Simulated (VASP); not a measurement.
The system is YNbSe4.

```xyz
6
Lattice="0.0000 4.2589 4.2589 4.2589 0.0000 4.2589 4.2589 4.2589 0.0000" Properties=species:S:1:pos:R:3 pbc="T T T"
Y     0.0000    0.0000    0.0000
Nb    2.1295    2.1295    2.1295
Se    3.1929    3.1929    5.3249
Se    5.3249    5.3249    5.3249
Se    5.3249    3.1929    3.1929
Se    3.1929    5.3249    3.1929
```

The cell was generated, and may not be a known phase.

```yaml
Program: VASP 6.6.1
Task: relaxation of cell and atoms
Functional: PBE
Potentials_or_basis: VASP PAW PBE potentials, release 64 (Y_sv, Nb_sv, Se)
Cutoff: 600 eV
k_mesh: 4 × 4 × 4
Occupations: gaussian, width 0.1 eV
Spin: collinear spin
Starting_moments: "[0.17, 2.04, 0.01, 0.01, 0.01, 0.01] μB"
```

At the start: pressure -6.1 GPa; volume 25.75 Å³/atom.

Q: How do energy, volume and symmetry change on relaxing?

A: Over 3 steps the energy falls by 71.4 meV/atom and the volume is 22.02 Å³/atom (-14.5 %); space group F-43m (No. 216, to 0.1 Å) before and after; moment 2.60 μB per cell.

Step by step:
| step | energy change (eV) | largest force (eV/Å) | pressure (GPa) | volume (Å³) |
| --- | --- | --- | --- | --- |
| 1 | 0.0000 | 0.1500 | -6.07 | 154.50 |
| 2 | -0.4272 | 0.0228 | -0.47 | 133.71 |
| 3 | -0.4286 | 0.0358 | 0.19 | 132.11 |

Final structure:
```xyz
6
Lattice="0.0000 4.0424 4.0424 4.0424 0.0000 4.0424 4.0424 4.0424 0.0000" Properties=species:S:1:pos:R:3 pbc="T T T"
Y     0.0000    0.0000    0.0000
Nb    2.0212    2.0212    2.0212
Se    3.0349    3.0349    5.0499
Se    5.0499    5.0499    5.0499
Se    5.0499    3.0349    3.0349
Se    3.0349    5.0499    3.0349
```
